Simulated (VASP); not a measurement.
# SnSe (P4/nmm) in VASP: notebook, part 3 of 3

VASP 6.6.1.

### 6 Single point, LDA (mode 8 (56.1 1/cm) frozen in, largest displacement +0.200 Å)

File INCAR:

```
PREC = Accurate
ENCUT = 520
EDIFF = 1E-6
ISMEAR = 0
SIGMA = 0.05
LREAL = False
LASPH = True
NELM = 100
ALGO = Normal
ISIF = 2
LWAVE = False
LCHARG = False
NBANDS = 28
```

File KPOINTS:

```
Automatic mesh
0
Gamma
  6 6 4
```

File POSCAR:

```
SnSe
1.0
    4.2853274191      0.0000000000      0.0000000000
    0.0000000000      4.2853274191      0.0000000000
    0.0000000000      0.0000000000     10.9906921300
Sn Se
2 2
Direct
    0.5000000000      0.0000000000      0.3898273981
    0.0000000000      0.5000000000      0.6101726019
    0.5000000000      0.0000000000      0.6342367061
    0.0000000000      0.5000000000      0.3657632939
```

Potentials or basis: VASP PAW LDA potentials, release 64 (Sn_d, Se).

Command:

```console
$ cat potpaw_LDA.64/Sn_d/POTCAR potpaw_LDA.64/Se/POTCAR > POTCAR
$ mpirun -np 1 vasp_std > vasp.out
```

OUTCAR:

```text
PREC = Accurate
   ENCUT = 520
   EDIFF = 1E-6
   ISMEAR = 0
   LREAL = False
   LASPH = True
   NELM = 100
   ISIF = 2

 ion  position               nearest neighbor table
   1  0.500  0.000  0.390-   3 2.69   4 3.04   4 3.04   4 3.04   4 3.04
   2  0.000  0.500  0.610-   4 2.69   3 3.04   3 3.04   3 3.04   3 3.04
   3  0.500  0.000  0.634-   1 2.69   2 3.04   2 3.04   2 3.04   2 3.04
   4  0.000  0.500  0.366-   2 2.69   1 3.04   1 3.04   1 3.04   1 3.04

  LATTYP: Found a simple tetragonal cell.
 ALAT       =     4.2853274191
 C/A-ratio  =     2.5647263453
[... 937 lines left out ...]
     28       6.8590      0.00000

 [... further k-points ...]
[... 5 lines left out ...]
  --------------------------------------------------------------------------------------
  -------------------------------------------------------------------------------------
  Total       -2.0324595     -2.0324595     -0.6465793      0.0000000      0.0000000      0.0000000
  in kB      -16.1339024    -16.1339024     -5.1326225      0.0000000      0.0000000      0.0000000
  external PRESSURE =     -12.4668091 kB  Pullay stress =       0.0000000 kB

 VOLUME and BASIS-vectors are now :
 -----------------------------------------------------------------------------
  energy-cutoff  :      520.00
  volume of cell :      201.83
      direct lattice vectors                 reciprocal lattice vectors
     4.285327419  0.000000000  0.000000000     0.233354398  0.000000000  0.000000000
     0.000000000  4.285327419  0.000000000     0.000000000  0.233354398  0.000000000
     0.000000000  0.000000000 10.990692130     0.000000000  0.000000000  0.090986081

 POSITION                                       TOTAL-FORCE (eV/Angst)
 -----------------------------------------------------------------------------------
      2.14266      0.00000      4.28447         0.000000     -0.000000     -0.161163
      0.00000      2.14266      6.70622        -0.000000     -0.000000      0.161163
      2.14266      0.00000      6.97070         0.000000     -0.000000     -0.342366
      0.00000      2.14266      4.01999         0.000000      0.000000      0.342366
 -----------------------------------------------------------------------------------
    total drift:                                0.000000      0.000000      0.000000

  FREE ENERGIE OF THE ION-ELECTRON SYSTEM (eV)
  ---------------------------------------------------
  free  energy   TOTEN  =       -18.3879733932 eV

  energy  without entropy=      -18.3879733932  energy(sigma->0) =      -18.38797339
```

OSZICAR:

```text
N       E                     dE             d eps       ncg     rms          rms(c)
DAV:   1     0.343237019105E+03    0.34324E+03   -0.18696E+04  1752   0.147E+03
DAV:   2     0.280930188013E+02   -0.31514E+03   -0.30646E+03  1824   0.363E+02
DAV:   3    -0.166331003729E+02   -0.44726E+02   -0.44101E+02  2036   0.146E+02
DAV:   4    -0.187815357337E+02   -0.21484E+01   -0.21380E+01  2004   0.338E+01
DAV:   5    -0.188429263385E+02   -0.61391E-01   -0.61379E-01  2228   0.598E+00    0.471E+00
DAV:   6    -0.184270194970E+02    0.41591E+00   -0.87279E-01  2296   0.498E+00    0.295E+00
DAV:   7    -0.183983888183E+02    0.28631E-01   -0.21213E-01  2064   0.180E+00    0.110E+00
DAV:   8    -0.183880498720E+02    0.10339E-01   -0.19724E-02  2056   0.900E-01    0.237E-01
DAV:   9    -0.183858228097E+02    0.22271E-02   -0.30040E-03  2028   0.309E-01    0.101E-01
DAV:  10    -0.183857989755E+02    0.23834E-04   -0.13234E-03  1812   0.138E-01    0.455E-02
DAV:  11    -0.183866435986E+02   -0.84462E-03   -0.84241E-04  1836   0.982E-02    0.493E-02
DAV:  12    -0.183877691709E+02   -0.11256E-02   -0.34096E-04  1916   0.645E-02    0.163E-02
DAV:  13    -0.183878865790E+02   -0.11741E-03   -0.28770E-05  1720   0.255E-02    0.931E-03
DAV:  14    -0.183879692437E+02   -0.82665E-04   -0.20329E-05  1536   0.141E-02    0.428E-03
DAV:  15    -0.183879711318E+02   -0.18881E-05   -0.75083E-07  1508   0.522E-03    0.162E-03
DAV:  16    -0.183879733682E+02   -0.22364E-05   -0.62584E-07  1356   0.386E-03    0.894E-04
DAV:  17    -0.183879733932E+02   -0.25037E-07   -0.44601E-08  1216   0.173E-03
   1 F= -.18387973E+02 E0= -.18387973E+02  d E =-.169632E-18
```

Run time: 72 s. Hardware: 1 thread of Intel Xeon Platinum 8559C (Emerald Rapids), shared host; peak memory 0.31 GiB.

Results:

```
Free energy            : -18.3880 eV
Largest force          : 0.342 eV/Å
Band gap on the k mesh : 1.30 eV, indirect (least direct gap 1.34 eV)
```

Forces on the atoms (eV/Å):
```
Sn   0.000  0.000 -0.161
Sn   0.000  0.000  0.161
Se   0.000  0.000 -0.342
Se   0.000  0.000  0.342
```

Levels at points of the mesh, in eV from the valence-band top:
```
           k point  band 16  band 17  band 18  band 19  band 20  band 21  band 22  band 23  band 24  band 25
(0.00, 0.00, 0.00)    -3.06    -2.98    -1.86    -1.86    -1.04     2.15     3.63     4.04     4.53     4.57
(0.50, 0.00, 0.00)    -2.55    -1.59    -1.59    -0.04    -0.04     1.30     1.30     1.89     1.89     2.82
(0.50, 0.50, 0.00)    -4.84    -3.34    -3.34    -1.81    -1.81     3.54     3.54     3.94     3.94     5.48
(0.00, 0.00, 0.50)    -3.06    -2.98    -1.86    -1.86    -1.04     1.99     3.63     4.52     4.57     4.57
(0.50, 0.00, 0.50)    -2.55    -1.59    -1.59    -0.04    -0.04     1.30     1.30     1.89     1.89     2.77
(0.50, 0.50, 0.50)    -4.84    -3.34    -3.34    -1.81    -1.81     3.51     3.51     3.96     3.96     5.47
```

Caveat: the cell differs from its parent crystal (mode 8 (56.1 1/cm) frozen in, largest displacement +0.200 Å); spin-orbit coupling is left out, which moves the levels of the heavy elements.

### 7 Single point, LDA (mode 8 (56.1 1/cm) frozen in, largest displacement -0.150 Å)

File INCAR:

```
SYSTEM = SnSe
PREC = Accurate
ENCUT = 520
EDIFF = 1E-6
ISMEAR = 0
SIGMA = 0.05
LREAL = .FALSE.
LASPH = .TRUE.
NELM = 60
ALGO = Normal
ISIF = 2
LWAVE = .FALSE.
LCHARG = .TRUE.
GGA = CA
LELF = .TRUE.
LVHAR = .TRUE.
NBANDS = 28
```

File KPOINTS:

```
Automatic mesh
0
G
  6 6 4
  0 0 0
```

File POSCAR:

```
SnSe
1.0
    4.2853274191      0.0000000000      0.0000000000
    0.0000000000      4.2853274191      0.0000000000
    0.0000000000      0.0000000000     10.9906921300
Sn Se
2 2
Direct
    0.5000000000      0.0000000000      0.3590303939
    0.0000000000      0.5000000000      0.6409696061
    0.5000000000      0.0000000000      0.6023915779
    0.0000000000      0.5000000000      0.3976084221
```

Command:

```console
$ cat potpaw_LDA.64/Sn_d/POTCAR potpaw_LDA.64/Se/POTCAR > POTCAR
$ mpirun -np 1 vasp_std > vasp.out
```

Run time: 81 s. Hardware: 1 thread of Intel Xeon Platinum 8559C (Emerald Rapids), shared host; peak memory 0.32 GiB.

The run converged. Its results:

- Free energy: -18.3321 eV
- Pressure: -1.8 GPa
- Largest force: 0.396 eV/Å
- Band gap on the k mesh: 1.27 eV, indirect (least direct gap 1.28 eV)

Forces in eV/Å, atoms in the order of the input:
```
Sn   0.000  0.000  0.396
Sn   0.000  0.000 -0.396
Se   0.000  0.000  0.101
Se   0.000  0.000 -0.101
```

Stress tensor (GPa, compression positive):
```
-2.34  0.00  0.00
 0.00 -2.34  0.00
 0.00  0.00 -0.82
```

Levels at points of the mesh, in eV from the valence-band top:
```
           k point  band 17  band 18  band 19  band 20  band 21  band 22  band 23  band 24
(0.00, 0.00, 0.00)    -2.94    -1.42    -1.42     0.00     1.41     3.41     3.84     4.04
(0.50, 0.00, 0.00)    -1.41    -1.41    -0.57    -0.57     1.58     1.58     2.15     2.15
(0.50, 0.50, 0.00)    -2.96    -2.96    -1.64    -1.64     3.61     3.61     4.11     4.11
(0.00, 0.00, 0.50)    -2.94    -1.42    -1.42    -0.01     1.27     3.84     4.04     4.04
(0.50, 0.00, 0.50)    -1.41    -1.41    -0.57    -0.57     1.58     1.58     2.15     2.15
(0.50, 0.50, 0.50)    -2.96    -2.96    -1.63    -1.63     3.57     3.57     4.16     4.16
```

Caveat: the cell differs from its parent crystal (mode 8 (56.1 1/cm) frozen in, largest displacement -0.150 Å); spin-orbit coupling is left out, which moves the levels of the heavy elements. A k mesh can miss the band edges.
